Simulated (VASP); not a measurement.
Set up this calculation in VASP 6.6.1, as the native input.

```yaml
Task: single point
Functional: PBE
Potentials_or_basis: VASP PAW PBE potentials, release 64 (Si)
Cutoff: 520 eV
k_mesh: 10 × 10 × 10
Occupations: gaussian, width 0.05 eV
Spin: no spin polarisation
Dipole_correction: no
Further_INCAR_settings: ALGO = Normal; EDIFF = 1e-06; NBANDS = 11
```

The structure of Si lies in POSCAR:

```
Si
1.0
    0.0000000000      2.7899505606      2.5014696726
    2.7899505606      0.0000000000      2.5014696726
    2.7899505606      2.7899505606      0.0000000000
Si
2
Direct
    0.5000000000      0.5000000000      0.5000000000
    0.7500000000      0.7500000000      0.7500000000
```

This cell differs from its parent crystal: volume 19.471 Å^3 an atom, c/a of the conventional cell 0.8966.

The input as run:

INCAR

```
SYSTEM = Si
  PREC = Accurate
  ENCUT = 520
  EDIFF = 1E-6
  ISMEAR = 0
  SIGMA = 0.05
  LREAL = .FALSE.
  LASPH = .TRUE.
  NELM = 80
  ALGO = Normal
  ISIF = 2
  LWAVE = .FALSE.
  LCHARG = .FALSE.
  GGA = PE
  NBANDS = 11
```

KPOINTS

```
regular mesh
0
G
  10 10 10
  0 0 0
```

Potentials or basis: VASP PAW PBE potentials, release 64 (Si).

Command:

```sh
$ cat potpaw_PBE.64/Si/POTCAR > POTCAR
$ mpirun -np 1 vasp_std > vasp.out
```

Results of the run:

| Item | Value |
| --- | --- |
| Pressure | 4.3 GPa |
| Band gap on the k mesh | zero (band 4 reaches 6.59 eV, above the bottom of band 5 at 6.00 eV) |

Wall time 31 s on 1 thread of Intel(R) Xeon(R) Platinum 8259CL CPU @ 2.50GHz (Skylake/Cascade Lake) (shared host), peak memory 0.17 GiB.
